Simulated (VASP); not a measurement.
# AlCr2C (P6_3/mmc) in VASP: further runs

The runs below take AlCr2C through relaxation of shape and atoms at fixed volume, with PBEsol.

All numbers are computed with VASP 6.6.1; they aren't measurements. Logs are shortened: lines on timing, memory, paths and dates and some standing lists are left out, and cuts for length are marked.

### Step 1. The cell of the first run

Symmetry: P6_3/mmc, No. 194, hexagonal system. The conventional cell has a = 2.755 Å, b = 2.755 Å, c = 12.333 Å, α = 90.00°, β = 90.00°, γ = 120.00°. Al (site symmetry -6m2) has 6 Cr at 2.58 Å and 6 Al at 2.76 Å and 6 C at 3.47 Å within 3.5 Å. Within 2.8 Å of Cr (site symmetry 3m) lie 3 C at 1.91 Å and 3 Al at 2.58 Å and 9 Cr at 2.64 to 2.76 Å. Within 2.5 Å of C (site symmetry -3m) lie 6 Cr at 1.91 Å.

### Step 2. Relaxation of shape and atoms at fixed volume, PBEsol (10.14 Å³/atom)

Contents of INCAR:

```
SYSTEM = AlCr2C
PREC = Accurate
ENCUT = 600
EDIFF = 1E-6
ISMEAR = 0
SIGMA = 0.1
LREAL = .FALSE.
LASPH = .TRUE.
NELM = 80
ALGO = Normal
ISIF = 4
LWAVE = .FALSE.
LCHARG = .FALSE.
GGA = PS
IBRION = 2
NSW = 50
EDIFFG = -0.01
```

Contents of KPOINTS:

```
Automatic mesh
0
G
  12 12 4
  0 0 0
```

Contents of POSCAR:

```
AlCr2C
1.0
    2.7553436669      0.0000000000      0.0000000000
   -1.3776718334      2.3861976117      0.0000000000
    0.0000000000      0.0000000000     12.3332990063
Al Cr C
2 4 2
Direct
    0.6666666667      0.3333333333      0.2500000000
    0.3333333333      0.6666666667      0.7500000000
    0.3333333333      0.6666666667      0.4144969714
    0.6666666667      0.3333333333      0.9144969714
    0.6666666667      0.3333333333      0.5855030286
    0.3333333333      0.6666666667      0.0855030286
    0.0000000000      0.0000000000      0.5000000000
    0.0000000000      0.0000000000      0.0000000000
```

Potentials or basis: VASP PAW PBE potentials, release 64 (Al, Cr_pv, C).

Run with:

```bash
$ cat potpaw_PBE.64/Al/POTCAR potpaw_PBE.64/Cr_pv/POTCAR potpaw_PBE.64/C/POTCAR > POTCAR
$ mpirun -np 1 vasp_std > vasp.out
```

OUTCAR:

```text
SYSTEM = AlCr2C
   PREC = Accurate
   ENCUT = 600
   EDIFF = 1E-6
   ISMEAR = 0
   LREAL = .FALSE.
   LASPH = .TRUE.
   NELM = 80
   ISIF = 4
   GGA = PS
   IBRION = 2
   NSW = 50
   EDIFFG = -0.01

 ion  position               nearest neighbor table
   1  0.667  0.333  0.250-   3 2.58   6 2.58   3 2.58   6 2.58   3 2.58   6 2.58
   2  0.333  0.667  0.750-   4 2.58   5 2.58   4 2.58   5 2.58   4 2.58   5 2.58
   3  0.333  0.667  0.414-   7 1.91   7 1.91   7 1.91   1 2.58   1 2.58   1 2.58   5 2.64   5 2.64
                             5 2.64
   4  0.667  0.333  0.914-   8 1.91   8 1.91   8 1.91   2 2.58   2 2.58   2 2.58   6 2.64   6 2.64
                             6 2.64
   5  0.667  0.333  0.586-   7 1.91   7 1.91   7 1.91   2 2.58   2 2.58   2 2.58   3 2.64   3 2.64
                             3 2.64
   6  0.333  0.667  0.086-   8 1.91   8 1.91   8 1.91   1 2.58   1 2.58   1 2.58   4 2.64   4 2.64
                             4 2.64
   7  0.000  0.000  0.500-   3 1.91   5 1.91   3 1.91   5 1.91   5 1.91   3 1.91
   8  0.000  0.000  0.000-   4 1.91   6 1.91   6 1.91   4 1.91   4 1.91   6 1.91

  LATTYP: Found a hexagonal cell.
 ALAT       =     2.7553436669
 C/A-ratio  =     4.4761381872

  Lattice vectors:

 A1 = (   2.7553436669,   0.0000000000,   0.0000000000)
 A2 = (  -1.3776718334,   2.3861976117,   0.0000000000)
 A3 = (   0.0000000000,   0.0000000000,  12.3332990063)

Analysis of symmetry for initial positions (statically):
=====================================================================
 Subroutine PRICEL returns:
 Original cell was already a primitive cell.

 Routine SETGRP: Setting up the symmetry group for a
 hexagonal supercell.

 Subroutine GETGRP returns: Found 24 space group operations
 (whereof 12 operations were pure point group operations)
 out of a pool of 24 trial point group operations.

The static configuration has the point symmetry D_3d.
 The point group associated with its full space group is D_6h.

Analysis of symmetry for dynamics (positions and initial velocities):
=====================================================================
 Subroutine PRICEL returns:
 Original cell was already a primitive cell.

 Routine SETGRP: Setting up the symmetry group for a
 hexagonal supercell.

 Subroutine GETGRP returns: Found 24 space group operations
 (whereof 12 operations were pure point group operations)
 out of a pool of 24 trial point group operations.

The dynamic configuration has the point symmetry D_3d.
 The point group associated with its full space group is D_6h.

 Subroutine INISYM returns: Found 24 space group operations
 (whereof 12 operations are pure point group operations),
 and found     1 'primitive' translations

----------------------------------------------------------------------------------------

                                     Primitive cell

  volume of cell :      81.0889

  direct lattice vectors                    reciprocal lattice vectors
     2.755343667  0.000000000  0.000000000     0.362931133  0.209538388  0.000000000
    -1.377671833  2.386197612  0.000000000     0.000000000  0.419076775  0.000000000
     0.000000000  0.000000000 12.333299006     0.000000000  0.000000000  0.081081307

  length of vectors
     2.755343667  2.755343667 12.333299006     0.419076775  0.419076775  0.081081307

  position of ions in fractional coordinates (direct lattice)
     0.666666667  0.333333333  0.250000000
     0.333333333  0.666666667  0.750000000
     0.333333333  0.666666667  0.414496971
     0.666666667  0.333333333  0.914496971
     0.666666667  0.333333333  0.585503029
     0.333333333  0.666666667  0.085503029
     0.000000000  0.000000000  0.500000000
     0.000000000  0.000000000  0.000000000

  ion indices of the primitive-cell ions
   primitive index   ion index
                 1           1
                 2           2
                 3           3
                 4           4
                 5           5
                 6           6
                 7           7
                 8           8

----------------------------------------------------------------------------------------

 KPOINTS: Automatic mesh

Automatic generation of k-mesh.
 Grid dimensions read from file:
 generate k-points for:   12   12    4

 Generating k-lattice:

  Cartesian coordinates                     Fractional coordinates (reciprocal lattice)
     0.030244261  0.017461532  0.000000000     0.083333333  0.000000000  0.000000000
     0.000000000  0.034923065  0.000000000     0.000000000  0.083333333  0.000000000
     0.000000000  0.000000000  0.020270327     0.000000000  0.000000000  0.250000000

  Length of vectors
     0.034923065  0.034923065  0.020270327

  Shift w.r.t. Gamma in fractional coordinates (k-lattice)
     0.000000000  0.000000000  0.000000000

 Subroutine IBZKPT returns following result:
 ===========================================

 Found     57 irreducible k-points:

 Following reciprocal coordinates:
            Coordinates               Weight
  0.000000  0.000000  0.000000      1.000000
  0.083333  0.000000  0.000000      6.000000
  0.166667  0.000000  0.000000      6.000000
  0.250000  0.000000  0.000000      6.000000
  0.333333  0.000000  0.000000      6.000000
  0.416667 -0.000000  0.000000      6.000000
[... 16 lines left out ...]
  0.250000  0.000000  0.250000     12.000000
  0.333333  0.000000  0.250000     12.000000
 [... further k-points ...]
   k-points           NKPTS =     57   k-points in BZ     NKDIM =     57   number of bands    NBANDS=     37
   number of dos      NEDOS =    301   number of ions     NIONS =      8
   total plane-waves  NPLWV =  57600
   dimension x,y,z NGX =    24 NGY =   24 NGZ =  100
   dimension x,y,z NGXF=    48 NGYF=   48 NGZF=  200
   ions per type =               2   4   2
   NGX,Y,Z   is equivalent  to a cutoff of  14.48, 14.48, 13.48 a.u.
   NGXF,Y,Z  is equivalent  to a cutoff of  28.96, 28.96, 26.96 a.u.
 SYSTEM =  AlCr2C
   PREC   = accura    normal or accurate (medium, high low for compatibility)
   ISTART =      0    job   : 0-new  1-cont  2-samecut
   ICHARG =      2    charge: 1-file 2-atom 10-const
   ISPIN  =      1    spin polarized calculation?
   LNONCOLLINEAR =      F non collinear calculations
   LSORBIT =      F    spin-orbit coupling
   LASPH  =      T    aspherical Exc in radial PAW
   ENCUT  =  600.0 eV  44.10 Ry    6.64 a.u.   5.50  5.50 24.63*2*pi/ulx,y,z
   NELM   =     80;   NELMIN=  2; NELMDL= -5     # of ELM steps
   EDIFF  = 0.1E-05   stopping-criterion for ELM
   LREAL  =      F    real-space projection
   EDIFFG = -.1E-01   stopping-criterion for IOM
   NSW    =     50    number of steps for IOM
   IBRION =      2    ionic relax: 0-MD 1-quasi-New 2-CG
   NFREE  =      1    steps in history (QN), initial steepest desc. (CG)
   ISIF   =      4    stress and relaxation
   ISYM   =      2    0-nonsym 1-usesym 2-fastsym
   POTIM  = 0.5000    time-step for ionic-motion
   TEBEG  =    0.0;   TEEND  =   0.0 temperature during run
   PSTRESS=    0.0 pullay stress
   NELECT =      62.0000    total number of electrons
   NUPDOWN=      -1.0000    fix difference up-down
   EMIN   =  10.00;   EMAX   =-10.00  energy-range for DOS
   EFERMI =   0.00;   METHOD = LEGACY
   ISMEAR =     0;   SIGMA  =   0.10  broadening in eV -4-tet -1-fermi 0-gaus
   EFERMI_NEDOS =   21; number of points for ismear=-14 and -15
   IALGO  =     38    algorithm
   IMIX   =      4    mixing-type and parameters
     AMIX     =   0.40;   BMIX     =  1.00
     AMIX_MAG =   1.60;   BMIX_MAG =  1.00
  volume/ion in A,a.u.               =      10.14        68.40
  Fermi-wavevector in a.u.,A,eV,Ry     =   1.496988  2.828897 30.490280  2.240972
  Thomas-Fermi vector in A             =   2.608934
   LORBIT       =      0    0 simple, 1 ext, 2 COOP (PROOUT), +10 PAW based schemes
   GGA     = PS    functional components
   LHFCALC =     F    Hartree Fock is set to
   AEXX    =    0.0000 exact exchange contribution
   IVDW    =     0    specifies the selected vdW correction
   LEPSILON=     F    determine dielectric tensor
   LRPA    =     F    only Hartree local field effects (RPA)
 conjugate gradient relaxation of ions
 non-spin polarized calculation
 Gauss-broadening in eV      SIGMA  =   0.10
  energy-cutoff  :      600.00
  volume of cell :       81.09
 maximum number of plane-waves:      2761
 NGX is ok and might be reduce to    24
   NGX = 11   NGY = 11   NGZ = 49

--------------------------------------- Ionic step        1  -------------------------------------------

 number of electron      62.0000024 magnetization

 Free energy of the ion-electron system (eV)
  ---------------------------------------------------
  ext. energy  EPLUGINS =         0.00000000
  ---------------------------------------------------
  free energy    TOTEN  =       -70.04042917 eV

  energy without entropy =      -70.01251425  energy(sigma->0) =      -70.02647171

------------------------ aborting loop because EDIFF is reached ----------------------------------------

  FORCE on cell =-STRESS in cart. coord.  units (eV):
  Direction    XX          YY          ZZ          XY          YZ          ZX
  --------------------------------------------------------------------------------------
  -------------------------------------------------------------------------------------
  Total        7.9179675      7.9179675      7.9875922      0.0000000      0.0000000      0.0000000
  in kB      156.4454199    156.4454199    157.8210841      0.0000000      0.0000000      0.0000000
  external PRESSURE =     156.9039746 kB  Pullay stress =       0.0000000 kB
[... 69 lines left out ...]
  energy  without entropy=      -70.0245437955  energy(sigma->0) =      -70.03822067

--------------------------------------- Ionic step        3  -------------------------------------------

 number of electron      62.0000011 magnetization

 Free energy of the ion-electron system (eV)
  ---------------------------------------------------
  ext. energy  EPLUGINS =         0.00000000
  ---------------------------------------------------
  free energy    TOTEN  =       -70.05358982 eV

  energy without entropy =      -70.02603412  energy(sigma->0) =      -70.03981197

 E-fermi :  10.9967     XC(G=0): -13.0554

 val. band max:       10.9872226897   @ k =   0.3333   0.0000   0.0000
 cond. band min:      11.0110013871   @ k =   0.1667   0.0833   0.2500
 fundamental gap:      0.0237786974
 Fermi energy:        10.9966943377

 k-point     1 :       0.0000    0.0000    0.0000
  band No.  band energies     occupation
      1     -32.2903      2.00000
      2     -32.2876      2.00000
      3     -31.9751      2.00000
      4     -31.9751      2.00000
      5     -31.9750      2.00000
      6     -31.9750      2.00000
[... 949 lines left out ...]
     36      11.9047      0.00000
     37      12.0575      0.00000

 [... further k-points ...]

------------------------ aborting loop because EDIFF is reached ----------------------------------------

  FORCE on cell =-STRESS in cart. coord.  units (eV):
  Direction    XX          YY          ZZ          XY          YZ          ZX
  --------------------------------------------------------------------------------------
  -------------------------------------------------------------------------------------
  Total        7.1328109      7.1328109      7.2311544      0.0000000     -0.0000000      0.0000000
  in kB      140.9320759    140.9320759    142.8751739      0.0000000     -0.0000000      0.0000000
  external PRESSURE =     141.5797752 kB  Pullay stress =       0.0000000 kB
[... 23 lines left out ...]
  FREE ENERGIE OF THE ION-ELECTRON SYSTEM (eV)
  ---------------------------------------------------
  free  energy   TOTEN  =       -70.0535898157 eV

  energy  without entropy=      -70.0260341189  energy(sigma->0) =      -70.03981197

 reached required accuracy - stopping structural energy minimisation
```

It took 4.7 min on 1 thread of AMD EPYC 9R45 (Zen 5), shared host; peak memory 0.32 GiB.

Results:

- Free energy: -70.0536 eV
- Energy gained by relaxing: 1.6 meV/atom
- Ionic steps: 3
- Pressure after relaxing: 14.2 GPa
- Band gap on the k mesh: zero (bands 31 and 32 overlap by 0.91 eV)

The path:
```csv
step,energy change (eV),largest force (eV/Å),pressure (GPa),volume (Å³)
1,0.0000,0.4320,15.69,81.09
2,-0.0115,0.1535,13.67,81.09
3,-0.0132,0.0003,14.16,81.09
```

Final structure:
```yaml
crystal:
  lattice:
    - [2.75506, 0.00000, 0.00000]
    - [-1.37753, 2.38595, 0.00000]
    - [0.00000, 0.00000, 12.33583]
  atoms:
    - { symbol: Al, position: [0.66667, 0.33333, 0.25000] }
    - { symbol: Al, position: [0.33333, 0.66667, 0.75000] }
    - { symbol: Cr, position: [0.33333, 0.66667, 0.41326] }
    - { symbol: Cr, position: [0.66667, 0.33333, 0.91326] }
    - { symbol: Cr, position: [0.66667, 0.33333, 0.58674] }
    - { symbol: Cr, position: [0.33333, 0.66667, 0.08674] }
    - { symbol: C, position: [0.00000, 0.00000, 0.50000] }
    - { symbol: C, position: [0.00000, 0.00000, 0.00000] }
```

Caveat: the PAW data sets were made with another functional, which shifts forces and pressure a little; the run has no spin polarisation, though such a crystal can be magnetic.

[end of part 1 of 2]

The gap in the log of VASP goes by the Fermi energy; the results here count the filled bands.